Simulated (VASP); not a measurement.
The system is HfC.

```xyz
2
Lattice="-2.0163 2.0163 1.9266 2.0163 -2.0163 1.9266 2.0163 2.0163 -1.9266" Properties=species:S:1:pos:R:3 pbc="T T T"
Hf    0.0000    0.0000    0.0000
C     0.0000    0.0000    1.9266
```

- Program: VASP 6.6.1
- Task: relaxation of cell and atoms
- Functional: PBE
- Potentials or basis: VASP PAW PBE potentials, release 64 (Hf_pv, C)
- Cutoff: 600 eV
- k mesh: 6 × 6 × 6
- Occupations: gaussian, width 0.1 eV
- Spin: no spin polarisation

At the start: pressure 13.3 GPa; volume 15.67 Å³/atom.

Problem. How do energy, volume and symmetry change on relaxing?

Solution. Over 13 steps the energy falls by 1744.3 meV/atom and the volume is 12.54 Å³/atom (-20.0 %); space group Fm-3m (No. 225, to 0.05 Å).

The path:
```
step  energy change (eV)  largest force (eV/Å)  pressure (GPa)  volume (Å³)
   1              0.0000                0.0000           13.27        31.33
   2             -2.0798                0.0000          -33.97        33.75
   3             -2.1883                0.0000          -37.19        33.49
   4             -2.1901                0.0000          -35.81        33.39
   5             -1.2275                0.0000           97.22        20.66
   6             -3.3817                0.0000          -12.82        26.78
   7             -3.3944                0.0000           -9.86        26.42
   8             -3.3971                0.0000           -7.72        26.18
   9             -3.4809                0.0000            0.70        25.04
  10             -3.4875                0.0000           -1.72        25.27
  11             -3.4875                0.0000           -1.55        25.25
  12             -3.4878                0.0000            1.57        24.93
  13             -3.4886                0.0000            0.12        25.08
```

Final structure:
```
Hf C
1.0
    -1.64340    1.64340    2.32116
     1.64340   -1.64340    2.32116
     1.64340    1.64340   -2.32116
Hf C
1 1
Direct
  0.00000 0.00000 0.00000
  0.50000 0.50000 0.00000
```

Caveat: the k points lie up to 0.45 Å⁻¹ apart in the final cell; the volume moved by over 15 % at a fixed basis, so the end points are rough.
